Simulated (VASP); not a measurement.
Wanted: the native input for a VASP 6.6.1 run.

```
Task                   : single point
Functional             : PBEsol
Potentials or basis    : VASP PAW PBE potentials, release 64 (Li_sv, Mg)
Cutoff                 : 520 eV
k mesh                 : 14 × 14 × 14
Occupations            : gaussian, width 0.15 eV
Spin                   : no spin polarisation
Dipole correction      : no
Further INCAR settings : ALGO = Normal; EDIFF = 1e-06; NBANDS = 10
```

The structure of LiMg lies in POSCAR:

```
LiMg
1.0
    3.3781850000      0.0000000000      0.0000000000
    0.0000000000      3.3781850000      0.0000000000
    0.0000000000      0.0000000000      3.4637947500
Li Mg
1 1
Direct
    0.0000000000      0.0000000000      0.0000000000
    0.5000000000      0.5000000000      0.5000000000
```

This cell differs from its parent crystal: strain +0.000 along x and y, -0.025 along z.

These files were run (other wordings do the same):

INCAR

```
SYSTEM = LiMg
ALGO = Normal
EDIFF = 1E-6
ENCUT = 520
GGA = PS
ISIF = 2
ISMEAR = 0
LASPH = .True.
LCHARG = .False.
LREAL = .False.
LWAVE = .False.
NBANDS = 10
NELM = 80
PREC = Accurate
SIGMA = 0.15
```

KPOINTS

```
k-points
0
Gamma
  14 14 14
  0 0 0
```

Potentials or basis: VASP PAW PBE potentials, release 64 (Li_sv, Mg).

Run with:

```bash
$ cat potpaw_PBE.64/Li_sv/POTCAR potpaw_PBE.64/Mg/POTCAR > POTCAR
$ mpirun -np 1 vasp_std > vasp.out
```

Run time: 74 s on 1 thread of Intel(R) Xeon(R) Platinum 8259CL CPU @ 2.50GHz (Skylake/Cascade Lake) (shared host), peak memory 0.25 GiB.
